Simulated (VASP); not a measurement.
# Li3LuO3 (Pm) in VASP: single point with PBEsol

Aim: the single point of Li3LuO3 with PBEsol.

All numbers are computed with VASP 6.6.1; they aren't measurements. Logs are shortened: lines on timing, memory, paths and dates and some standing lists are left out, and cuts for length are marked.

## 1. The cell of the first run

Symmetry: Pm, No. 6, monoclinic system. Conventional cell: a = 5.418 Å, b = 3.103 Å, c = 5.648 Å, α = 90.00°, β = 94.05°, γ = 90.00°. Li (site symmetry m) has 4 O at 1.94 to 2.14 Å and 2 Li at 2.32 Å within 2.6 Å. Li (site symmetry m) has 3 O at 1.86 to 2.00 Å within 2.5 Å. Li (site symmetry m) has 3 O at 1.84 to 1.95 Å and 2 Li at 2.32 Å within 2.4 Å. Within 2.8 Å of Lu (site symmetry m) lie 5 O at 2.04 to 2.22 Å and 4 Li at 2.72 to 2.80 Å. Within 2.6 Å of O (site symmetry m) lie 3 Li at 1.95 to 1.99 Å and 2 Lu at 2.22 Å. O (site symmetry m) has 4 Li at 1.84 to 1.94 Å and 1 Lu at 2.04 Å within 2.4 Å. Within 2.7 Å of O (site symmetry m) lie 3 Li at 2.00 to 2.14 Å and 2 Lu at 2.18 Å.

## 2. Single point, PBEsol

Contents of INCAR:

```
PREC = Accurate ; ENCUT = 520
EDIFF = 1E-6 ; ISMEAR = -1
SIGMA = 0.03 ; LREAL = F
LASPH = T ; NELM = 100
ALGO = Normal ; ISIF = 2
LWAVE = F ; LCHARG = T
GGA = PS ; LELF = T
LVHAR = T ; NBANDS = 35
```

Contents of KPOINTS:

```
regular mesh
0
Gamma
  4 8 4
```

Contents of POSCAR:

```
Li3LuO3
1.0
    5.4154019112      0.0000000000     -0.1608833129
    0.0000000000      3.1030368775      0.0000000000
   -0.2317184743      0.0000000000      5.6433878517
Li Lu O
3 1 3
Direct
    1.0219106577      0.0000000000      0.5559606278
    0.5254888181      0.5000000000      0.7620658575
   -0.2194046478      0.5000000000      0.3405398663
    0.0741537719      0.5000000000     -0.0316865838
    0.9387702163      0.0000000000      0.2075063586
    0.8453056206      0.5000000000      0.6644801860
    0.3097745632      0.0000000000      0.8344816777
```

Potentials or basis: VASP PAW PBE potentials, release 64 (Li_sv, Lu, O).

Started as:

```bash
cat potpaw_PBE.64/Li_sv/POTCAR potpaw_PBE.64/Lu/POTCAR potpaw_PBE.64/O/POTCAR > POTCAR
mpirun -np 1 vasp_std > vasp.out
```

OUTCAR:

```text
PREC = Accurate
   ENCUT = 520
   EDIFF = 1E-6
   ISMEAR = -1
   LREAL = F
   LASPH = T
   NELM = 100
   ISIF = 2
   GGA = PS

 ion  position               nearest neighbor table
   1  0.022  0.000  0.556-   6 1.94   6 1.94   5 1.99   7 2.14   3 2.32   3 2.32   4 2.80   4 2.80

   2  0.525  0.500  0.762-   6 1.86   7 2.00   7 2.00   4 2.78   4 3.12
   3  0.781  0.500  0.341-   6 1.84   5 1.95   5 1.95   1 2.32   1 2.32   4 2.72
   4  0.074  0.500  0.968-   6 2.04   7 2.18   7 2.18   5 2.22   5 2.22   3 2.72   2 2.78   1 2.80
                             1 2.80   2 3.12
   5  0.939  0.000  0.208-   3 1.95   3 1.95   1 1.99   4 2.22   4 2.22
   6  0.845  0.500  0.664-   3 1.84   2 1.86   1 1.94   1 1.94   4 2.04
   7  0.310  0.000  0.834-   2 2.00   2 2.00   1 2.14   4 2.18   4 2.18

  LATTYP: Found a simple monoclinic cell.
 ALAT       =     5.4177911828
 B/A-ratio  =     0.5727494421
 C/A-ratio  =     1.0425176715
 COS(beta)  =    -0.0706778797

  Lattice vectors:

 A1 = (   5.4154019112,   0.0000000000,  -0.1608833129)
 A2 = (   0.0000000000,   3.1030368775,   0.0000000000)
 A3 = (  -0.2317184743,   0.0000000000,   5.6433878517)

Analysis of symmetry for initial positions (statically):
=====================================================================
 Subroutine PRICEL returns:
 Original cell was already a primitive cell.

 Routine SETGRP: Setting up the symmetry group for a
 simple monoclinic supercell.

 Subroutine GETGRP returns: Found  2 space group operations
 (whereof  2 operations were pure point group operations)
 out of a pool of  4 trial point group operations.

The static configuration has the point symmetry C_1h.

Analysis of symmetry for dynamics (positions and initial velocities):
=====================================================================
 Subroutine PRICEL returns:
 Original cell was already a primitive cell.

 Routine SETGRP: Setting up the symmetry group for a
 simple monoclinic supercell.

 Subroutine GETGRP returns: Found  2 space group operations
 (whereof  2 operations were pure point group operations)
 out of a pool of  4 trial point group operations.

The dynamic configuration has the point symmetry C_1h.

 Subroutine INISYM returns: Found  2 space group operations
 (whereof  2 operations are pure point group operations),
 and found     1 'primitive' translations

----------------------------------------------------------------------------------------

                                     Primitive cell

  volume of cell :      94.7169

  direct lattice vectors                    reciprocal lattice vectors
     5.415401911  0.000000000 -0.160883313     0.184884029  0.000000000  0.007591370
     0.000000000  3.103036878  0.000000000     0.000000000  0.322264942  0.000000000
    -0.231718474  0.000000000  5.643387852     0.005270727  0.000000000  0.177414941

  length of vectors
     5.417791183  3.103036878  5.648143048     0.185039815  0.322264942  0.177493217

  position of ions in fractional coordinates (direct lattice)
     0.021910658  0.000000000  0.555960628
     0.525488818  0.500000000  0.762065857
     0.780595352  0.500000000  0.340539866
     0.074153772  0.500000000  0.968313416
     0.938770216  0.000000000  0.207506359
     0.845305621  0.500000000  0.664480186
     0.309774563  0.000000000  0.834481678

  ion indices of the primitive-cell ions
   primitive index   ion index
                 1           1
                 2           2
                 3           3
                 4           4
                 5           5
                 6           6
                 7           7

----------------------------------------------------------------------------------------

 KPOINTS: regular mesh

Automatic generation of k-mesh.
 Grid dimensions read from file:
 generate k-points for:    4    8    4

 Generating k-lattice:

  Cartesian coordinates                     Fractional coordinates (reciprocal lattice)
     0.046221007  0.000000000  0.001897842     0.250000000  0.000000000 -0.000000000
     0.000000000  0.040283118  0.000000000     0.000000000  0.125000000  0.000000000
     0.001317682  0.000000000  0.044353735     0.000000000  0.000000000  0.250000000

  Length of vectors
     0.046259954  0.040283118  0.044373304

  Shift w.r.t. Gamma in fractional coordinates (k-lattice)
     0.000000000  0.000000000  0.000000000

 Subroutine IBZKPT returns following result:
 ===========================================

 Found     50 irreducible k-points:

 Following reciprocal coordinates:
            Coordinates               Weight
  0.000000  0.000000  0.000000      1.000000
  0.250000  0.000000 -0.000000      2.000000
  0.500000  0.000000 -0.000000      1.000000
  0.000000  0.125000  0.000000      2.000000
  0.250000  0.125000 -0.000000      4.000000
  0.500000  0.125000 -0.000000      2.000000
[... 16 lines left out ...]
 -0.250000  0.125000  0.250000      4.000000
  0.000000  0.250000  0.250000      4.000000
 [... further k-points ...]
   k-points           NKPTS =     50   k-points in BZ     NKDIM =     50   number of bands    NBANDS=     35
   number of dos      NEDOS =    301   number of ions     NIONS =      7
   total plane-waves  NPLWV =  40320
   dimension x,y,z NGX =    40 NGY =   24 NGZ =   42
   dimension x,y,z NGXF=    80 NGYF=   48 NGZF=   84
   ions per type =               3   1   3
   NGX,Y,Z   is equivalent  to a cutoff of  12.27, 12.86, 12.36 a.u.
   NGXF,Y,Z  is equivalent  to a cutoff of  24.55, 25.72, 24.72 a.u.
 SYSTEM =  unknown system
   PREC   = accura    normal or accurate (medium, high low for compatibility)
   ISTART =      0    job   : 0-new  1-cont  2-samecut
   ICHARG =      2    charge: 1-file 2-atom 10-const
   ISPIN  =      1    spin polarized calculation?
   LNONCOLLINEAR =      F non collinear calculations
   LSORBIT =      F    spin-orbit coupling
   LASPH  =      T    aspherical Exc in radial PAW
   ENCUT  =  520.0 eV  38.22 Ry    6.18 a.u.  10.07  5.77 10.50*2*pi/ulx,y,z
   NELM   =    100;   NELMIN=  2; NELMDL= -5     # of ELM steps
   EDIFF  = 0.1E-05   stopping-criterion for ELM
   LREAL  =      F    real-space projection
   EDIFFG = 0.1E-04   stopping-criterion for IOM
   NSW    =      0    number of steps for IOM
   IBRION =     -1    ionic relax: 0-MD 1-quasi-New 2-CG
   NFREE  =      0    steps in history (QN), initial steepest desc. (CG)
   ISIF   =      2    stress and relaxation
   ISYM   =      2    0-nonsym 1-usesym 2-fastsym
   POTIM  = 0.5000    time-step for ionic-motion
   TEBEG  =    0.0;   TEEND  =   0.0 temperature during run
   PSTRESS=    0.0 pullay stress
   NELECT =      52.0000    total number of electrons
   NUPDOWN=      -1.0000    fix difference up-down
   EMIN   =  10.00;   EMAX   =-10.00  energy-range for DOS
   EFERMI =   0.00;   METHOD = LEGACY
   ISMEAR =    -1;   SIGMA  =   0.03  broadening in eV -4-tet -1-fermi 0-gaus
   EFERMI_NEDOS =   21; number of points for ismear=-14 and -15
   IALGO  =     38    algorithm
   IMIX   =      4    mixing-type and parameters
     AMIX     =   0.40;   BMIX     =  1.00
     AMIX_MAG =   1.60;   BMIX_MAG =  1.00
  volume/ion in A,a.u.               =      13.53        91.31
  Fermi-wavevector in a.u.,A,eV,Ry     =   1.340500  2.533178 24.448854  1.796940
  Thomas-Fermi vector in A             =   2.468808
   LORBIT       =      0    0 simple, 1 ext, 2 COOP (PROOUT), +10 PAW based schemes
   GGA     = PS    functional components
   LHFCALC =     F    Hartree Fock is set to
   AEXX    =    0.0000 exact exchange contribution
   IVDW    =     0    specifies the selected vdW correction
   LEPSILON=     F    determine dielectric tensor
   LRPA    =     F    only Hartree local field effects (RPA)
 non-spin polarized calculation
  energy-cutoff  :      520.00
  volume of cell :       94.72
 maximum number of plane-waves:      2572
   NGX = 21   NGY = 11   NGZ = 21

 number of electron      52.0000008 magnetization

 Free energy of the ion-electron system (eV)
  ---------------------------------------------------
  ext. energy  EPLUGINS =         0.00000000
  ---------------------------------------------------
  free energy    TOTEN  =       -42.75071947 eV

  energy without entropy =      -42.75071947  energy(sigma->0) =      -42.75071947

 E-fermi :   0.4607     XC(G=0):  -8.9124

 val. band max:       -0.1763918815   @ k =   0.5000   0.0000   0.5000
 cond. band min:       2.2988416080   @ k =   0.0000   0.0000   0.0000
 fundamental gap:      2.4752334895
 Fermi energy:         0.4607125120

 k-point     1 :       0.0000    0.0000    0.0000
  band No.  band energies     occupation
      1     -53.1477      2.00000
      2     -42.9689      2.00000
      3     -42.5981      2.00000
      4     -42.3566      2.00000
      5     -24.2679      2.00000
      6     -24.2463      2.00000
[... 27 lines left out ...]
     34       9.8358      0.00000
     35      10.2600      0.00000

 k-point     2 :       0.2500    0.0000   -0.0000
  band No.  band energies     occupation
      1     -53.1477      2.00000
      2     -42.9689      2.00000
      3     -42.5982      2.00000
      4     -42.3567      2.00000
      5     -24.2679      2.00000
      6     -24.2468      2.00000
[... 27 lines left out ...]
     34       9.3926      0.00000
     35      10.5764      0.00000

 k-point     3 :       0.5000    0.0000   -0.0000
  band No.  band energies     occupation
      1     -53.1476      2.00000
      2     -42.9688      2.00000
      3     -42.5982      2.00000
      4     -42.3567      2.00000
      5     -24.2678      2.00000
      6     -24.2473      2.00000
[... 27 lines left out ...]
     34       9.4616      0.00000
     35      10.6959      0.00000
[... 723 lines left out ...]
 k-point    23 :      -0.2500    0.1250    0.2500
  band No.  band energies     occupation
      1     -53.1410      2.00000
      2     -42.9669      2.00000
      3     -42.5971      2.00000
      4     -42.3562      2.00000
      5     -24.2538      2.00000
      6     -24.2037      2.00000
[... 27 lines left out ...]
     34       9.1957      0.00000
     35      10.1443      0.00000

 k-point    24 :       0.0000    0.2500    0.2500
  band No.  band energies     occupation
      1     -53.1248      2.00000
      2     -42.9620      2.00000
      3     -42.5944      2.00000
      4     -42.3549      2.00000
      5     -24.2271      2.00000
      6     -24.1282      2.00000
[... 27 lines left out ...]
     34      10.0141      0.00000
     35      10.8576      0.00000

 [... further k-points ...]

------------------------ aborting loop because EDIFF is reached ----------------------------------------

  FORCE on cell =-STRESS in cart. coord.  units (eV):
  Direction    XX          YY          ZZ          XY          YZ          ZX
  --------------------------------------------------------------------------------------
  -------------------------------------------------------------------------------------
  Total        0.2436926      0.3092403      0.3317994      0.0000000      0.0000000     -0.0311555
  in kB        4.1221653      5.2309347      5.6125312      0.0000000      0.0000000     -0.5270082
  external PRESSURE =       4.9885437 kB  Pullay stress =       0.0000000 kB

 VOLUME and BASIS-vectors are now :
 -----------------------------------------------------------------------------
  energy-cutoff  :      520.00
  volume of cell :       94.72
      direct lattice vectors                 reciprocal lattice vectors
     5.415401911  0.000000000 -0.160883313     0.184884029  0.000000000  0.007591370
     0.000000000  3.103036878  0.000000000     0.000000000  0.322264942  0.000000000
    -0.231718474  0.000000000  5.643387852     0.005270727  0.000000000  0.177414941

 POSITION                                       TOTAL-FORCE (eV/Angst)
 -----------------------------------------------------------------------------------
     -0.01017      0.00000      3.13398         0.029536      0.000000     -0.004680
      2.66915      1.55152      4.21609        -0.015767      0.000000      0.004839
      4.14833      1.55152      1.79621        -0.040453      0.000000     -0.023991
      0.17720      1.55152      5.45264         0.026881      0.000000      0.078571
      5.03573      0.00000      1.02001        -0.023201      0.000000      0.038658
      4.42370      1.55152      3.61392        -0.043690      0.000000     -0.053428
      1.48419      0.00000      4.65947         0.066694      0.000000     -0.039968
 -----------------------------------------------------------------------------------
    total drift:                               -0.000265      0.000000     -0.002739

  FREE ENERGIE OF THE ION-ELECTRON SYSTEM (eV)
  ---------------------------------------------------
  free  energy   TOTEN  =       -42.7507194700 eV

  energy  without entropy=      -42.7507194700  energy(sigma->0) =      -42.75071947
```

Wall time 1.9 min (1 thread of Intel Xeon 6975P-C (Granite Rapids), shared host); peak memory 0.29 GiB.

What came out:

```yaml
Free_energy: -42.7507 eV
Largest_force: 0.083 eV/Å
Band_gap_on_the_k_mesh: 2.48 eV (least direct gap 2.54 eV)
```

Forces in eV/Å, atoms in the order of the input:
```
Li   0.030  0.000 -0.005
Li  -0.016  0.000  0.005
Li  -0.040  0.000 -0.024
Lu   0.027  0.000  0.079
O   -0.023  0.000  0.039
O   -0.044  0.000 -0.053
O    0.067  0.000 -0.040
```

Caveat: the cutoff is under 1.25 times the usual one of these potentials, so pressure, stress and relaxed cells hold a basis-set (Pulay) error; the PAW data sets were made with another functional, which shifts forces and pressure a little; spin-orbit coupling is left out, which moves the levels of the heavy elements. A k mesh can miss the band edges.
